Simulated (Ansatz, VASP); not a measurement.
## Ag in VASP and in Ansatz

Contents of INCAR:

```
SYSTEM = Ag
ALGO = Normal ; EDIFF = 1E-6
ENCUT = 520 ; GGA = PS
ISIF = 2 ; ISMEAR = -1
LASPH = .True. ; LCHARG = .True.
LELF = .True. ; LREAL = .False.
LVHAR = .True. ; LWAVE = .False.
NBANDS = 18 ; NELM = 100
PREC = Accurate ; SIGMA = 0.1
```

The input KPOINTS:

```
k-points
0
Gamma
  14 14 8
  0 0 0
```

The input POSCAR:

```
Ag
1.0
    2.9514879140      0.0000000000      0.0000000000
   -1.4757439570      2.5560635125      0.0000000000
    0.0000000000      0.0000000000      4.7862594081
Ag
2
Direct
    0.3333333333      0.6666666667      0.2500000000
    0.6666666667      0.3333333333      0.7500000000
```

Input for Ansatz:

```yaml
crystal:
  lattice:
    - [2.951487914, 0.0, 0.0]
    - [-1.475743957, 2.5560635125, 0.0]
    - [0.0, 0.0, 4.7862594081]
  atoms:
    - { symbol: Ag, position: [0.3333333333, 0.6666666667, 0.25] }
    - { symbol: Ag, position: [0.6666666667, 0.3333333333, 0.75] }
hamiltonian:
  xc: pbesol
  pseudopotentials:
    kind: paw
    azcp:
      Ag: "pseudopotentials/Ag.paw.azcp"
basis:
  ecutwfc: 420
  fft_grid_basis: typed
kpoints:
  mp_grid: { grid: [14, 14, 8], shift: [0, 0, 0] }
magnetization:
  spin_polarized: false
scf:
  occupations: { method: fermi_dirac, width: 0.1 }
  lower_state_search: "off"
output:
  stress: true
```

Alike in both runs: task single point; functional PBEsol; k mesh 14 × 14 × 8; occupations fermi-dirac, width 0.1 eV; no spin polarisation.

```csv
,VASP,Ansatz
version,VASP 6.6.1,Ansatz 0.2.0
potentials or method,"VASP PAW PBE potentials, release 64 (Ag), cutoff 520 eV","plane waves (420 eV) with PAW, scalar-relativistic"
valence electrons in the cell,22,38
```

|  | VASP | Ansatz | Ansatz less VASP |
| --- | --- | --- | --- |
| pressure (GPa) | -7.4 | -7.3 | +0.13 |
| traceless stress, the component that is largest in VASP (GPa) | 0.32 | 0.33 | +0.009 |

VASP's potentials were made for PBE, not for PBEsol, and Ansatz warns of the same on its side. VASP's potentials hold 22 valence electrons a cell and Ansatz's 38, so a difference there can come from the potentials and not from the codes.
